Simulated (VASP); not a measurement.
BaRe: single point with r2SCAN

The system is BaRe.

```
CELL_PARAMETERS angstrom
3.67971 0.00000 0.00000
0.00000 3.67971 0.00000
0.00000 0.00000 3.67971
ATOMIC_POSITIONS crystal
Ba 0.00000 0.00000 0.00000
Re 0.50000 0.50000 0.50000
```

```json
{
  "Program": "VASP 6.6.1",
  "Task": "single point",
  "Functional": "r2SCAN",
  "Potentials or basis": "VASP PAW PBE potentials, release 64 (Ba_sv, Re_sv_GW)",
  "Cutoff": "610 eV",
  "k mesh": "10 × 10 × 10",
  "Occupations": "gaussian, width 0.05 eV",
  "Spin": "no spin polarisation",
  "Dipole correction": "no",
  "Further INCAR settings": "ALGO = Normal; EDIFF = 1e-06; NBANDS = 20"
}
```

| Item | Value |
| --- | --- |
| Pressure | 2.9 GPa |
| Band gap on the k mesh | zero (an odd number of electrons rules out a gap without spin polarisation) |

Levels at points of the mesh, in eV from the Fermi level:
```
           k point  band 8  band 9  band 10  band 11  band 12  band 13  band 14  band 15  band 16  band 17
(0.00, 0.00, 0.00)  -11.96   -4.48    -2.69    -2.69    -0.08    -0.08    -0.08     4.65     4.65     9.05
(0.50, 0.00, 0.00)  -11.90   -1.66    -1.07    -0.24     0.14     0.14     0.31     1.70     2.08     3.72
(0.50, 0.50, 0.00)  -11.65   -3.81    -1.84    -1.26    -1.26     1.39     1.41     4.06     4.06     5.43
(0.50, 0.50, 0.50)  -13.12   -0.32    -0.32    -0.32     0.13     0.13     0.13     1.48     1.48     2.38
```

Run time: 100 s on 1 thread of Intel(R) Xeon(R) 6975P-C (Granite Rapids) (shared host), peak memory 0.23 GiB.

Caveat: the PAW data sets were made with another functional, which shifts forces and pressure a little; spin-orbit coupling is left out, which moves the levels of the heavy elements.
